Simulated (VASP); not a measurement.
Crystal: GaN.

```
CELL_PARAMETERS angstrom
1.61461 2.79658 0.00000
-1.61461 2.79658 0.00000
0.00000 0.00000 5.25279
ATOMIC_POSITIONS crystal
Ga 0.66667 0.66666 0.00000
Ga 0.33334 0.33333 0.50000
N 0.66667 0.66666 0.37500
N 0.33334 0.33333 0.87500
```

Base run:

```yaml
Program: VASP 6.6.1
Functional: r2SCAN
Potentials_or_basis: VASP PAW PBE potentials, release 64 (Ga_d, N)
Cutoff: 520 eV
k_mesh: 6 × 6 × 4
Occupations: fermi-dirac, width 0.0122 eV
Spin: no spin polarisation
```

Its results: band gap on the k mesh 2.04 eV; pressure -6.6 GPa; largest force 0.112 eV/Å.

Question: The run is repeated on the same cell with these changes: k mesh from 6 × 6 × 4, through Γ to 6 × 6 × 4, shifted; further incar settings from ALGO = Normal; EDIFF = 1e-06; NBANDS = 26 to ALGO = Normal; EDIFF = 1e-06; NBANDS = 26; ISYM = 0. What comes out?

Answer: Band gap on the k mesh 3.05 eV; pressure -6.5 GPa; largest force 0.113 eV/Å.

Caveats: the cell stands under tension; the PAW data sets were made with another functional, which shifts forces and pressure a little; a shifted mesh leaves out Γ, where band edges can lie (at least some runs).

A k mesh can miss the band edges.
